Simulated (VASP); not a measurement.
A run of VASP 6.6.1 is set up as follows.

The input INCAR:

```
SYSTEM = C
PREC     = Accurate       ! precision mode
ENCUT    = 600            ! plane-wave cutoff, eV
EDIFF    = 1E-6           ! SCF threshold, eV
ISMEAR   = 0              ! smearing method
SIGMA    = 0.1            ! smearing width, eV
LREAL    = .False.        ! projectors in reciprocal space
LASPH    = .True.         ! aspherical terms in the spheres
NELM     = 100            ! most SCF steps
ALGO     = Normal         ! electronic algorithm
ISIF     = 3              ! what is computed and relaxed
LWAVE    = .False.        ! write WAVECAR
LCHARG   = .False.        ! write CHGCAR
GGA      = PE             ! functional
IBRION   = 2              ! ionic algorithm
NSW      = 100            ! ionic steps
EDIFFG   = -0.01          ! ionic threshold
```

The input KPOINTS:

```
regular mesh
0
Gamma
  24 24 12
  0 0 0
```

Contents of POSCAR:

```
C
1.0
    2.4664849237      0.0000000000      0.0000000000
   -1.2332424619      2.1360386020      0.0000000000
    0.0000000000      0.0000000000      4.4227244991
C
2
Direct
    0.6666666667      0.3333333333      0.5000000000
    0.3333333333      0.6666666667      0.5000000000
```

Potentials or basis: VASP PAW PBE potentials, release 64 (C).

Command:

```bash
$ cat potpaw_PBE.64/C/POTCAR > POTCAR
$ mpirun -np 1 vasp_std > vasp.out
```

**Question.** What does it give for the space group after relaxing (to 0.1 Å)?

**Answer.** P6/mmm (No. 191).

**Question.** Predict the relaxed volume.

**Answer.** 10.92 Å³/atom.

**Question.** Estimate the relaxed cell.

**Answer.** a = 2.466 Å, b = 2.466 Å, c = 4.145 Å, α = 90.00°, β = 90.00°, γ = 120.00°.

**Question.** What does it give for the band gap on the k mesh?

**Answer.** Zero (bands 4 and 5 overlap by 0.33 eV).

Stress tensor (GPa, compression positive):
```
 0.07  0.00  0.00
 0.00  0.07  0.00
 0.00  0.00 -0.01
```

Caveat: this functional lacks dispersion, which binds the layers, so the pressure and a relaxed spacing across them are unreliable.
